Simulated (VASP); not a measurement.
# Sn (I4/mmm) in VASP: notebook

Runs on Sn. Level: PBEsol. Tasks: single point.

All numbers are computed with VASP 6.6.1; they aren't measurements. Logs are shortened: lines on timing, memory, paths and dates and some standing lists are left out, and cuts for length are marked.

### 1 The cell of the first run

Symmetry: I4/mmm, No. 139, tetragonal system. Conventional cell: a = 4.058 Å, b = 4.058 Å, c = 3.189 Å, α = 90.00°, β = 90.00°, γ = 90.00°. Sn (site symmetry 4/mmm) has 14 Sn at 3.19 to 4.06 Å within 4.2 Å.

### 2 Single point, PBEsol

Input file INCAR:

```
PREC = Accurate
ENCUT = 520
EDIFF = 1E-6
ISMEAR = -1
SIGMA = 0.05
LREAL = F
LASPH = T
NELM = 100
ALGO = Normal
ISIF = 2
LWAVE = F
LCHARG = F
GGA = PS
NBANDS = 13
```

Input file KPOINTS:

```
regular mesh
0
Gamma
  9 9 9
```

Input file POSCAR:

```
Sn
1.0
   -2.0291894110      2.0291894110      1.5943295900
    2.0291894110     -2.0291894110      1.5943295900
    2.0291894110      2.0291894110     -1.5943295900
Sn
1
Direct
    0.0000000000      0.0000000000      0.0000000000
```

Potentials or basis: VASP PAW PBE potentials, release 64 (Sn_d).

Launch:

```
> cat potpaw_PBE.64/Sn_d/POTCAR > POTCAR
> mpirun -np 1 vasp_std > vasp.out
```

OUTCAR:

```text
PREC = Accurate
   ENCUT = 520
   EDIFF = 1E-6
   ISMEAR = -1
   LREAL = F
   LASPH = T
   NELM = 100
   ISIF = 2
   GGA = PS

 ion  position               nearest neighbor table
   1  0.000  0.000  0.000-

  LATTYP: Found a body centered tetragonal cell.
 ALAT       =     4.0583788220
 C/A-ratio  =     0.7856977675

  Lattice vectors:

 A1 = (  -2.0291894110,   2.0291894110,   1.5943295900)
 A2 = (   2.0291894110,  -2.0291894110,   1.5943295900)
 A3 = (   2.0291894110,   2.0291894110,  -1.5943295900)

Analysis of symmetry for initial positions (statically):
=====================================================================
 Subroutine PRICEL returns:
 Original cell was already a primitive cell.

 Routine SETGRP: Setting up the symmetry group for a
 body centered tetragonal supercell.

 Subroutine GETGRP returns: Found 16 space group operations
 (whereof 16 operations were pure point group operations)
 out of a pool of 16 trial point group operations.

The static configuration has the point symmetry D_4h.

Analysis of symmetry for dynamics (positions and initial velocities):
=====================================================================
 Subroutine PRICEL returns:
 Original cell was already a primitive cell.

 Routine SETGRP: Setting up the symmetry group for a
 body centered tetragonal supercell.

 Subroutine GETGRP returns: Found 16 space group operations
 (whereof 16 operations were pure point group operations)
 out of a pool of 16 trial point group operations.

The dynamic configuration has the point symmetry D_4h.

 Subroutine INISYM returns: Found 16 space group operations
 (whereof 16 operations are pure point group operations),
 and found     1 'primitive' translations

----------------------------------------------------------------------------------------

                                     Primitive cell

  volume of cell :      26.2593

  direct lattice vectors                    reciprocal lattice vectors
    -2.029189411  2.029189411  1.594329590     0.000000000  0.246403809  0.313611441
     2.029189411 -2.029189411  1.594329590     0.246403809  0.000000000  0.313611441
     2.029189411  2.029189411 -1.594329590     0.246403809  0.246403809  0.000000000

  length of vectors
     3.282850312  3.282850312  3.282850312     0.398832011  0.398832011  0.348467608

  position of ions in fractional coordinates (direct lattice)
     0.000000000  0.000000000  0.000000000

  ion indices of the primitive-cell ions
   primitive index   ion index
                 1           1

----------------------------------------------------------------------------------------

 KPOINTS: regular mesh

Automatic generation of k-mesh.
 Grid dimensions read from file:
 generate k-points for:    9    9    9

 Generating k-lattice:

  Cartesian coordinates                     Fractional coordinates (reciprocal lattice)
     0.000000000  0.027378201  0.034845716     0.111111111  0.000000000  0.000000000
     0.027378201  0.000000000  0.034845716     0.000000000  0.111111111  0.000000000
     0.027378201  0.027378201  0.000000000     0.000000000  0.000000000  0.111111111

  Length of vectors
     0.044314668  0.044314668  0.038718623

  Shift w.r.t. Gamma in fractional coordinates (k-lattice)
     0.000000000  0.000000000  0.000000000

 Subroutine IBZKPT returns following result:
 ===========================================

 Found     75 irreducible k-points:

 Following reciprocal coordinates:
            Coordinates               Weight
  0.000000  0.000000  0.000000      1.000000
  0.111111  0.000000 -0.000000      8.000000
  0.222222 -0.000000  0.000000      8.000000
  0.333333 -0.000000  0.000000      8.000000
  0.444444 -0.000000  0.000000      8.000000
  0.111111  0.111111 -0.000000      8.000000
[... 16 lines left out ...]
 -0.333333  0.333333  0.000000      4.000000
  0.444444  0.444444  0.000000      8.000000
 [... further k-points ...]
   k-points           NKPTS =     75   k-points in BZ     NKDIM =     75   number of bands    NBANDS=     13
   number of dos      NEDOS =    301   number of ions     NIONS =      1
   total plane-waves  NPLWV =  13824
   dimension x,y,z NGX =    24 NGY =   24 NGZ =   24
   dimension x,y,z NGXF=    48 NGYF=   48 NGZF=   48
   ions per type =               1
   NGX,Y,Z   is equivalent  to a cutoff of  12.15, 12.15, 12.15 a.u.
   NGXF,Y,Z  is equivalent  to a cutoff of  24.31, 24.31, 24.31 a.u.
 SYSTEM =  unknown system
   PREC   = accura    normal or accurate (medium, high low for compatibility)
   ISTART =      0    job   : 0-new  1-cont  2-samecut
   ICHARG =      2    charge: 1-file 2-atom 10-const
   ISPIN  =      1    spin polarized calculation?
   LNONCOLLINEAR =      F non collinear calculations
   LSORBIT =      F    spin-orbit coupling
   LASPH  =      T    aspherical Exc in radial PAW
   ENCUT  =  520.0 eV  38.22 Ry    6.18 a.u.   6.10  6.10  6.10*2*pi/ulx,y,z
   NELM   =    100;   NELMIN=  2; NELMDL= -5     # of ELM steps
   EDIFF  = 0.1E-05   stopping-criterion for ELM
   LREAL  =      F    real-space projection
   EDIFFG = 0.1E-04   stopping-criterion for IOM
   NSW    =      0    number of steps for IOM
   IBRION =     -1    ionic relax: 0-MD 1-quasi-New 2-CG
   NFREE  =      0    steps in history (QN), initial steepest desc. (CG)
   ISIF   =      2    stress and relaxation
   ISYM   =      2    0-nonsym 1-usesym 2-fastsym
   POTIM  = 0.5000    time-step for ionic-motion
   TEBEG  =    0.0;   TEEND  =   0.0 temperature during run
   PSTRESS=    0.0 pullay stress
   NELECT =      14.0000    total number of electrons
   NUPDOWN=      -1.0000    fix difference up-down
   EMIN   =  10.00;   EMAX   =-10.00  energy-range for DOS
   EFERMI =   0.00;   METHOD = LEGACY
   ISMEAR =    -1;   SIGMA  =   0.05  broadening in eV -4-tet -1-fermi 0-gaus
   EFERMI_NEDOS =   21; number of points for ismear=-14 and -15
   IALGO  =     38    algorithm
   IMIX   =      4    mixing-type and parameters
     AMIX     =   0.40;   BMIX     =  1.00
     AMIX_MAG =   1.60;   BMIX_MAG =  1.00
  volume/ion in A,a.u.               =      26.26       177.21
  Fermi-wavevector in a.u.,A,eV,Ry     =   1.327465  2.508545 23.975688  1.762163
  Thomas-Fermi vector in A             =   2.456775
   LORBIT       =      0    0 simple, 1 ext, 2 COOP (PROOUT), +10 PAW based schemes
   GGA     = PS    functional components
   LHFCALC =     F    Hartree Fock is set to
   AEXX    =    0.0000 exact exchange contribution
   IVDW    =     0    specifies the selected vdW correction
   LEPSILON=     F    determine dielectric tensor
   LRPA    =     F    only Hartree local field effects (RPA)
 non-spin polarized calculation
  energy-cutoff  :      520.00
  volume of cell :       26.26
 maximum number of plane-waves:       718
   NGX = 13   NGY = 13   NGZ = 13

 number of electron      14.0000001 magnetization

 Free energy of the ion-electron system (eV)
  ---------------------------------------------------
  ext. energy  EPLUGINS =         0.00000000
  ---------------------------------------------------
  free energy    TOTEN  =        -4.22719762 eV

  energy without entropy =       -4.21987161  energy(sigma->0) =       -4.22353462

 E-fermi :   8.2630     XC(G=0): -10.6524

 val. band max:        8.2288527678   @ k =  -0.4444  -0.4444   0.3333
 cond. band min:       8.2641821115   @ k =  -0.2222   0.3333   0.1111
 fundamental gap:      0.0353293437
 Fermi energy:         8.2630228698

 k-point     1 :       0.0000    0.0000    0.0000
  band No.  band energies     occupation
      1     -13.1614      2.00000
      2     -13.0967      2.00000
      3     -13.0468      2.00000
      4     -13.0468      2.00000
      5     -12.9351      2.00000
      6      -3.0525      2.00000
      7      14.9371      0.00000
      8      14.9371      0.00000
      9      18.3579      0.00000
     10      18.5693      0.00000
     11      19.4499      0.00000
     12      21.3803      0.00000
     13      21.3803      0.00000

 k-point     2 :       0.1111    0.0000   -0.0000
  band No.  band energies     occupation
      1     -13.1475      2.00000
      2     -13.0765      2.00000
      3     -13.0470      2.00000
      4     -13.0452      2.00000
      5     -12.9423      2.00000
      6      -2.7423      2.00000
      7      14.1485      0.00000
      8      14.3003      0.00000
      9      16.4118      0.00000
     10      19.2247      0.00000
     11      19.6285      0.00000
     12      20.0871      0.00000
     13      20.7063      0.00000

 k-point     3 :       0.2222   -0.0000    0.0000
  band No.  band energies     occupation
      1     -13.1414      2.00000
      2     -13.0725      2.00000
      3     -13.0110      2.00000
      4     -13.0035      2.00000
      5     -12.9586      2.00000
      6      -1.8073      2.00000
      7      11.9942      0.00000
      8      12.9455      0.00000
      9      13.8038      0.00000
     10      17.7264      0.00000
     11      17.8099      0.00000
     12      21.6424      0.00000
     13      22.1580      0.00000
[... 305 lines left out ...]
 k-point    23 :      -0.3333    0.3333    0.0000
  band No.  band energies     occupation
      1     -13.1347      2.00000
      2     -13.0680      2.00000
      3     -13.0649      2.00000
      4     -12.9761      2.00000
      5     -12.9248      2.00000
      6      -0.9827      2.00000
      7       6.1599      2.00000
      8      15.5699      0.00000
      9      16.3350      0.00000
     10      19.4684      0.00000
     11      19.6887      0.00000
     12      20.5427      0.00000
     13      20.6049      0.00000

 k-point    24 :       0.4444    0.4444    0.0000
  band No.  band energies     occupation
      1     -13.1207      2.00000
      2     -13.0747      2.00000
      3     -13.0276      2.00000
      4     -12.9928      2.00000
      5     -12.9008      2.00000
      6       0.9761      2.00000
      7       3.6274      2.00000
      8      12.9221      0.00000
      9      15.4015      0.00000
     10      18.9023      0.00000
     11      20.7070      0.00000
     12      21.1508      0.00000
     13      23.1529      0.00000

 [... further k-points ...]

------------------------ aborting loop because EDIFF is reached ----------------------------------------

  FORCE on cell =-STRESS in cart. coord.  units (eV):
  Direction    XX          YY          ZZ          XY          YZ          ZX
  --------------------------------------------------------------------------------------
  -------------------------------------------------------------------------------------
  Total       -0.0011483     -0.0011483      0.3705700      0.0000000     -0.0000000      0.0000000
  in kB       -0.0700629     -0.0700629     22.6098456      0.0000000     -0.0000000      0.0000000
  external PRESSURE =       7.4899066 kB  Pullay stress =       0.0000000 kB

 VOLUME and BASIS-vectors are now :
 -----------------------------------------------------------------------------
  energy-cutoff  :      520.00
  volume of cell :       26.26
      direct lattice vectors                 reciprocal lattice vectors
    -2.029189411  2.029189411  1.594329590     0.000000000  0.246403809  0.313611441
     2.029189411 -2.029189411  1.594329590     0.246403809  0.000000000  0.313611441
     2.029189411  2.029189411 -1.594329590     0.246403809  0.246403809  0.000000000

 POSITION                                       TOTAL-FORCE (eV/Angst)
 -----------------------------------------------------------------------------------
      0.00000      0.00000      0.00000         0.000000      0.000000      0.000000
 -----------------------------------------------------------------------------------
    total drift:                                0.000000      0.000000      0.000000

  FREE ENERGIE OF THE ION-ELECTRON SYSTEM (eV)
  ---------------------------------------------------
  free  energy   TOTEN  =        -4.2271976245 eV

  energy  without entropy=       -4.2198716137  energy(sigma->0) =       -4.22353462
```

Wall time 13 s (1 thread of Intel Xeon 8259CL, shared host); peak memory 0.15 GiB.

What came out:

```
Free energy            : -4.2272 eV
Pressure               : 0.7 GPa
Band gap on the k mesh : zero (bands 7 and 8 overlap by 8.45 eV)
```

Caveat: the PAW data sets were made with another functional, which shifts forces and pressure a little; spin-orbit coupling is left out, which moves the levels of the heavy elements.

[end of part 1 of 3]
